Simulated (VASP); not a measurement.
HfO2:

```
CELL_PARAMETERS angstrom
5.21838 0.00000 0.00000
0.00000 5.28741 0.00000
-0.87550 0.00000 5.31613
ATOMIC_POSITIONS crystal
Hf 0.27550 0.46030 0.70800
Hf 0.72450 0.96030 0.79200
Hf 0.72450 0.53970 0.29200
Hf 0.27550 0.03970 0.20800
O 0.07420 0.16840 0.84670
O 0.92580 0.66840 0.65330
O 0.92580 0.83160 0.15330
O 0.07420 0.33160 0.34670
O 0.44870 0.74190 0.98010
O 0.55130 0.24190 0.51990
O 0.55130 0.25810 0.01990
O 0.44870 0.75810 0.48010
```

Base run:

```yaml
Program: VASP 6.6.1
Functional: BLYP
Potentials_or_basis: VASP PAW PBE potentials, release 64 (Hf_pv, O)
Cutoff: 520 eV
k_mesh: 5 × 5 × 5
Occupations: fermi-dirac, width 0.05 eV
Spin: no spin polarisation
```

Its results: band gap on the k mesh 3.99 eV (least direct gap 4.06 eV); pressure -4.2 GPa; largest force 0.353 eV/Å.

Task: The run is repeated on the same cell with these changes: functional from BLYP to PBE. What comes out?

Result: Band gap on the k mesh 3.96 eV (least direct gap 4.03 eV); pressure -10.2 GPa; largest force 0.335 eV/Å.

PBE binds more tightly than BLYP, so the same cell stands under less pressure.

Caveats: the cell stands under tension; spin-orbit coupling is left out, which moves the levels of the heavy elements; an odd mesh through Γ misses points on the zone boundary, where band edges can lie; the PAW data sets were made with another functional, which shifts forces and pressure a little (at least some runs).
